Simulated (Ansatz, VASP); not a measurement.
**One calculation of ZnSn3N2, two programs**

Contents of INCAR:

```
  PREC = Accurate
  ENCUT = 520
  EDIFF = 1E-7
  ISMEAR = 0
  SIGMA = 0.1
  LREAL = False
  LASPH = True
  NELM = 60
  ALGO = Normal
  ISIF = 2
  LWAVE = False
  LCHARG = False
  GGA = PE
  NBANDS = 41
```

KPOINTS

```
regular mesh
0
Gamma
  3 3 3
```

File POSCAR:

```
ZnSn3N2
1.0
    3.4715530600      2.0043020900      3.1226299000
   -3.4715530600      2.0043020900      3.1226299000
    0.0000000000     -4.0086041800      3.1226299000
Zn Sn N
1 3 2
Direct
    0.0000000000      0.0000000000      0.0000000000
    0.0000000000      0.5000000000      0.5000000000
    0.5000000000      0.0000000000      0.5000000000
    0.5000000000      0.5000000000      0.0000000000
    0.2396710000      0.2396710000      0.2396710000
    0.7603290000      0.7603290000      0.7603290000
```

Input for Ansatz:

```yaml
crystal:
  lattice:
    - [3.47155306, 2.00430209, 3.1226299]
    - [-3.47155306, 2.00430209, 3.1226299]
    - [0.0, -4.00860418, 3.1226299]
  atoms:
    - { symbol: Zn, position: [0.0, 0.0, 0.0] }
    - { symbol: Sn, position: [0.0, 0.5, 0.5] }
    - { symbol: Sn, position: [0.5, 0.0, 0.5] }
    - { symbol: Sn, position: [0.5, 0.5, 0.0] }
    - { symbol: "N", position: [0.239671, 0.239671, 0.239671] }
    - { symbol: "N", position: [0.760329, 0.760329, 0.760329] }
basis:
  ecutwfc: 420
kpoints:
  mp_grid: { grid: [3, 3, 3] }
hamiltonian:
  xc: pbe
scf:
  occupations: { method: gaussian, width: 0.1 }
  lower_state_search: "off"
output:
  forces: true
  stress: true
  eigenvalues: true
```

Alike in both runs: task single point; functional PBE; k mesh 3 × 3 × 3; occupations gaussian, width 0.1 eV; no spin polarisation.

|  | VASP | Ansatz |
| --- | --- | --- |
| version | VASP 6.6.1 | Ansatz 0.2.0 |
| potentials or method | VASP PAW PBE potentials, release 64 (Zn, Sn_d, N), cutoff 520 eV | scalar-relativistic, plane waves, PAW |
| valence electrons in the cell | 64 | 64 |

```csv
,VASP,Ansatz,Ansatz less VASP
gap on the k mesh at the Fermi level (eV),none,none,-
pressure (GPa),-2.2,-2.3,-0.06
"traceless stress, the component that is largest in VASP (GPa)",-9.34,-9.36,-0.019
rms of the force components (eV/Å),0.597,0.597,-0.0004
```

Atom by atom the forces differ by 0.000 eV/Å (rms over components). A gap of «none» marks a metal or a gap that the smearing closes. With one functional, cell and mesh, what is left measures potentials, basis and numerics.

The k mesh is coarse, so the values compare programs but aren't converged.
